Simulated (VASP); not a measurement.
# AlNi (R-3m) in VASP: a series of runs, part 2 of 2

VASP 6.6.1. Earlier steps stand in the parts before.

### Step 3. Single point, PBE

This run uses another cell than the first one, of the same volume but with other edges.

Contents of INCAR:

```
  PREC = Accurate
  ENCUT = 520
  EDIFF = 1E-6
  ISMEAR = 0
  SIGMA = 0.15
  LREAL = False
  LASPH = True
  NELM = 80
  ALGO = Fast
  ISIF = 2
  LWAVE = False
  LCHARG = False
  GGA = PE
  NBANDS = 14
```

Contents of KPOINTS:

```
Automatic mesh
0
Gamma
  18 18 18
```

Contents of POSCAR:

```
AlNi
1.0
    2.9172378845     -0.3121767478     -0.3121767478
   -0.3121767478      2.9172378845     -0.3121767478
   -0.3121767478     -0.3121767478      2.9172378845
Al Ni
1 1
Direct
    0.0000000000      0.0000000000      0.0000000000
    0.5000000000      0.5000000000      0.5000000000
```

Potentials or basis: VASP PAW PBE potentials, release 64 (Al, Ni).

Started as:

```bash
$ cat potpaw_PBE.64/Al/POTCAR potpaw_PBE.64/Ni/POTCAR > POTCAR
$ mpirun -np 1 vasp_std > vasp.out
```

OUTCAR:

```text
PREC = Accurate
   ENCUT = 520
   EDIFF = 1E-6
   ISMEAR = 0
   LREAL = False
   LASPH = True
   NELM = 80
   ISIF = 2
   GGA = PE

 ion  position               nearest neighbor table
   1  0.000  0.000  0.000-   2 1.99   2 1.99   2 2.72   2 2.72   2 2.72   2 2.72   2 2.72   2 2.72

   2  0.500  0.500  0.500-   1 1.99   1 1.99   1 2.72   1 2.72   1 2.72   1 2.72   1 2.72   1 2.72

  LATTYP: Found a trigonal (rhomboedric) cell.
 ALAT       =     2.9504551375
 COS(alpha) =    -0.1980352222

  Lattice vectors:

 A1 = (   2.9172378845,  -0.3121767478,  -0.3121767478)
 A2 = (  -0.3121767478,   2.9172378845,  -0.3121767478)
 A3 = (  -0.3121767478,  -0.3121767478,   2.9172378845)

Analysis of symmetry for initial positions (statically):
=====================================================================
 Subroutine PRICEL returns:
 Original cell was already a primitive cell.

 Routine SETGRP: Setting up the symmetry group for a
 trigonal (rhombohedral) supercell.

 Subroutine GETGRP returns: Found 12 space group operations
 (whereof 12 operations were pure point group operations)
 out of a pool of 12 trial point group operations.

The static configuration has the point symmetry D_3d.

Analysis of symmetry for dynamics (positions and initial velocities):
=====================================================================
 Subroutine PRICEL returns:
 Original cell was already a primitive cell.

 Routine SETGRP: Setting up the symmetry group for a
 trigonal (rhombohedral) supercell.

 Subroutine GETGRP returns: Found 12 space group operations
 (whereof 12 operations were pure point group operations)
 out of a pool of 12 trial point group operations.

The dynamic configuration has the point symmetry D_3d.

 Subroutine INISYM returns: Found 12 space group operations
 (whereof 12 operations are pure point group operations),
 and found     1 'primitive' translations

----------------------------------------------------------------------------------------

                                     Primitive cell

  volume of cell :      23.9128

  direct lattice vectors                    reciprocal lattice vectors
     2.917237884 -0.312176748 -0.312176748     0.351813057  0.042159416  0.042159416
    -0.312176748  2.917237884 -0.312176748     0.042159416  0.351813057  0.042159416
    -0.312176748 -0.312176748  2.917237884     0.042159416  0.042159416  0.351813057

  length of vectors
     2.950455138  2.950455138  2.950455138     0.356829455  0.356829455  0.356829455

  position of ions in fractional coordinates (direct lattice)
     0.000000000  0.000000000  0.000000000
     0.500000000  0.500000000  0.500000000

  ion indices of the primitive-cell ions
   primitive index   ion index
                 1           1
                 2           2

----------------------------------------------------------------------------------------

 KPOINTS: Automatic mesh

Automatic generation of k-mesh.
 Grid dimensions read from file:
 generate k-points for:   18   18   18

 Generating k-lattice:

  Cartesian coordinates                     Fractional coordinates (reciprocal lattice)
     0.019545170  0.002342190  0.002342190     0.055555556  0.000000000  0.000000000
     0.002342190  0.019545170  0.002342190     0.000000000  0.055555556  0.000000000
     0.002342190  0.002342190  0.019545170     0.000000000  0.000000000  0.055555556

  Length of vectors
     0.019823859  0.019823859  0.019823859

  Shift w.r.t. Gamma in fractional coordinates (k-lattice)
     0.000000000  0.000000000  0.000000000

 Subroutine IBZKPT returns following result:
 ===========================================

 Found    580 irreducible k-points:

 Following reciprocal coordinates:
            Coordinates               Weight
  0.000000  0.000000  0.000000      1.000000
  0.055556 -0.000000 -0.000000      6.000000
  0.111111 -0.000000 -0.000000      6.000000
  0.166667 -0.000000  0.000000      6.000000
  0.222222 -0.000000 -0.000000      6.000000
  0.277778 -0.000000 -0.000000      6.000000
[... 16 lines left out ...]
 -0.277778  0.055556  0.000000     12.000000
 -0.222222  0.055556 -0.000000     12.000000
 [... further k-points ...]
   k-points           NKPTS =    580   k-points in BZ     NKDIM =    580   number of bands    NBANDS=     14
   number of dos      NEDOS =    301   number of ions     NIONS =      2
   total plane-waves  NPLWV =  13824
   dimension x,y,z NGX =    24 NGY =   24 NGZ =   24
   dimension x,y,z NGXF=    48 NGYF=   48 NGZF=   48
   ions per type =               1   1
   NGX,Y,Z   is equivalent  to a cutoff of  13.52, 13.52, 13.52 a.u.
   NGXF,Y,Z  is equivalent  to a cutoff of  27.05, 27.05, 27.05 a.u.
 SYSTEM =  unknown system
   PREC   = accura    normal or accurate (medium, high low for compatibility)
   ISTART =      0    job   : 0-new  1-cont  2-samecut
   ICHARG =      2    charge: 1-file 2-atom 10-const
   ISPIN  =      1    spin polarized calculation?
   LNONCOLLINEAR =      F non collinear calculations
   LSORBIT =      F    spin-orbit coupling
   LASPH  =      T    aspherical Exc in radial PAW
   ENCUT  =  520.0 eV  38.22 Ry    6.18 a.u.   5.49  5.49  5.49*2*pi/ulx,y,z
   NELM   =     80;   NELMIN=  2; NELMDL= -5     # of ELM steps
   EDIFF  = 0.1E-05   stopping-criterion for ELM
   LREAL  =      F    real-space projection
   EDIFFG = 0.1E-04   stopping-criterion for IOM
   NSW    =      0    number of steps for IOM
   IBRION =     -1    ionic relax: 0-MD 1-quasi-New 2-CG
   NFREE  =      0    steps in history (QN), initial steepest desc. (CG)
   ISIF   =      2    stress and relaxation
   ISYM   =      2    0-nonsym 1-usesym 2-fastsym
   POTIM  = 0.5000    time-step for ionic-motion
   TEBEG  =    0.0;   TEEND  =   0.0 temperature during run
   PSTRESS=    0.0 pullay stress
   NELECT =      13.0000    total number of electrons
   NUPDOWN=      -1.0000    fix difference up-down
   EMIN   =  10.00;   EMAX   =-10.00  energy-range for DOS
   EFERMI =   0.00;   METHOD = LEGACY
   ISMEAR =     0;   SIGMA  =   0.15  broadening in eV -4-tet -1-fermi 0-gaus
   EFERMI_NEDOS =   21; number of points for ismear=-14 and -15
   IALGO  =     68    algorithm
   IMIX   =      4    mixing-type and parameters
     AMIX     =   0.40;   BMIX     =  1.00
     AMIX_MAG =   1.60;   BMIX_MAG =  1.00
  volume/ion in A,a.u.               =      11.96        80.69
  Fermi-wavevector in a.u.,A,eV,Ry     =   1.336122  2.524904 24.289410  1.785221
  Thomas-Fermi vector in A             =   2.464773
   LORBIT       =      0    0 simple, 1 ext, 2 COOP (PROOUT), +10 PAW based schemes
   GGA     = PE    functional components
   LHFCALC =     F    Hartree Fock is set to
   AEXX    =    0.0000 exact exchange contribution
   IVDW    =     0    specifies the selected vdW correction
   LEPSILON=     F    determine dielectric tensor
   LRPA    =     F    only Hartree local field effects (RPA)
 non-spin polarized calculation
 RMM-DIIS sequential band-by-band and
 Gauss-broadening in eV      SIGMA  =   0.15
  energy-cutoff  :      520.00
  volume of cell :       23.91
 maximum number of plane-waves:       662
 NGX is ok and might be reduce to    24

 number of electron      12.9999987 magnetization

 Free energy of the ion-electron system (eV)
  ---------------------------------------------------
  ext. energy  EPLUGINS =         0.00000000
  ---------------------------------------------------
  free energy    TOTEN  =        -8.36408382 eV

  energy without entropy =       -8.35773625  energy(sigma->0) =       -8.36091004

 E-fermi :  10.1282     XC(G=0): -11.9738

 val. band max:       10.1273031107   @ k =  -0.1667  -0.3333   0.1111
 cond. band min:      10.1352490558   @ k =  -0.3333   0.0556   0.0556
 fundamental gap:      0.0079459451
 Fermi energy:        10.1282362251

 k-point     1 :       0.0000    0.0000    0.0000
  band No.  band energies     occupation
      1      -1.0462      2.00000
      2       6.6485      2.00000
      3       6.6485      2.00000
      4       7.1877      2.00000
      5       8.3231      2.00000
      6       8.3231      2.00000
      7      15.1027      0.00000
      8      17.2756      0.00000
      9      17.2756      0.00000
     10      19.2003      0.00000
     11      19.2003      0.00000
     12      24.1156      0.00000
     13      26.3862      0.00000
     14      26.3883      0.00000
[... 377 lines left out ...]
      1      -0.1551      2.00000
      2       6.4410      2.00000
      3       6.8203      2.00000
      4       7.1288      2.00000
      5       8.1014      2.00000
      6       8.3138      2.00000
      7      11.9664      0.00000
      8      16.8404      0.00000
      9      18.0131      0.00000
     10      18.9549      0.00000
     11      21.4473      0.00000
     12      22.4650      0.00000
     13      23.0502      0.00000
     14      26.1552      0.00000

 [... further k-points ...]
[... 5 lines left out ...]
  --------------------------------------------------------------------------------------
  -------------------------------------------------------------------------------------
  Total        4.5543557      4.5543557      4.5543557      7.5512047      7.5512047      7.5512047
  in kB      305.1460536    305.1460536    305.1460536    505.9377135    505.9377135    505.9377135
  external PRESSURE =     305.1460536 kB  Pullay stress =       0.0000000 kB

 VOLUME and BASIS-vectors are now :
 -----------------------------------------------------------------------------
  energy-cutoff  :      520.00
  volume of cell :       23.91
      direct lattice vectors                 reciprocal lattice vectors
     2.917237884 -0.312176748 -0.312176748     0.351813057  0.042159416  0.042159416
    -0.312176748  2.917237884 -0.312176748     0.042159416  0.351813057  0.042159416
    -0.312176748 -0.312176748  2.917237884     0.042159416  0.042159416  0.351813057

 POSITION                                       TOTAL-FORCE (eV/Angst)
 -----------------------------------------------------------------------------------
      0.00000      0.00000      0.00000        -0.000000      0.000000      0.000000
      1.14644      1.14644      1.14644         0.000000     -0.000000     -0.000000
 -----------------------------------------------------------------------------------
    total drift:                                0.000000     -0.000000     -0.000000

  FREE ENERGIE OF THE ION-ELECTRON SYSTEM (eV)
  ---------------------------------------------------
  free  energy   TOTEN  =        -8.3640838190 eV

  energy  without entropy=       -8.3577362511  energy(sigma->0) =       -8.36091004
```

OSZICAR:

```text
N       E                     dE             d eps       ncg     rms          rms(c)
DAV:   1     0.440678733633E+02    0.44068E+02   -0.54370E+03 16620   0.978E+02
DAV:   2    -0.738317621151E+01   -0.51451E+02   -0.46843E+02 17608   0.182E+02
DAV:   3    -0.928146594963E+01   -0.18983E+01   -0.18830E+01 20140   0.383E+01
DAV:   4    -0.930787514987E+01   -0.26409E-01   -0.26402E-01 19490   0.418E+00
DAV:   5    -0.930867487184E+01   -0.79972E-03   -0.79971E-03 20658   0.779E-01    0.102E+01
RMM:   6    -0.104172660801E+02   -0.11086E+01   -0.88608E+00 19623   0.370E+01    0.124E+01
RMM:   7    -0.837879150798E+01    0.20385E+01   -0.26918E+00 18450   0.208E+01    0.149E+00
RMM:   8    -0.836992996570E+01    0.88615E-02   -0.45932E-02 17268   0.204E+00    0.701E-01
RMM:   9    -0.836482392747E+01    0.51060E-02   -0.11288E-02 18723   0.662E-01    0.266E-01
RMM:  10    -0.836410891088E+01    0.71502E-03   -0.26166E-03 20772   0.623E-01    0.136E-01
RMM:  11    -0.836408974696E+01    0.19164E-04   -0.34413E-04 22870   0.212E-01    0.559E-02
RMM:  12    -0.836407957479E+01    0.10172E-04   -0.14129E-04 24181   0.105E-01    0.293E-02
RMM:  13    -0.836408246728E+01   -0.28925E-05   -0.29856E-05 21591   0.365E-02    0.340E-02
RMM:  14    -0.836408376344E+01   -0.12962E-05   -0.56863E-06 18684   0.235E-02    0.239E-02
RMM:  15    -0.836408381905E+01   -0.55607E-07   -0.14854E-06 11060   0.926E-03
   1 F= -.83640838E+01 E0= -.83609100E+01  d E =-.634757E-02
```

stdout:

```text
POSCAR found type information on POSCAR AlNi
 POSCAR found :  2 types and       2 ions
 scaLAPACK will be used
 LDA part: xc-table for (Slater+PW92), standard interpolation
 POSCAR, INCAR and KPOINTS ok, starting setup
 FFT: planning ... GRIDC
 FFT: planning ... GRID_SOFT
 FFT: planning ... GRID
 WAVECAR not read
 entering main loop
WARNING in EDDRMM: call to ZHEGV failed, returncode =   8  4     12
```

Wall time 1.9 min (1 thread of Intel Xeon Platinum 8259CL at 2.50GHz (Skylake/Cascade Lake), shared host); peak memory 0.31 GiB.

What came out:

| Quantity | Value |
| --- | --- |
| Free energy | -8.3641 eV |
| Pressure | 30.5 GPa |

Stress tensor (GPa, compression positive):
```
30.51 50.59 50.59
50.59 30.51 50.59
50.59 50.59 30.51
```

 Spin polarisation is off, so any magnetic state and its effect on volume and gap are missing.
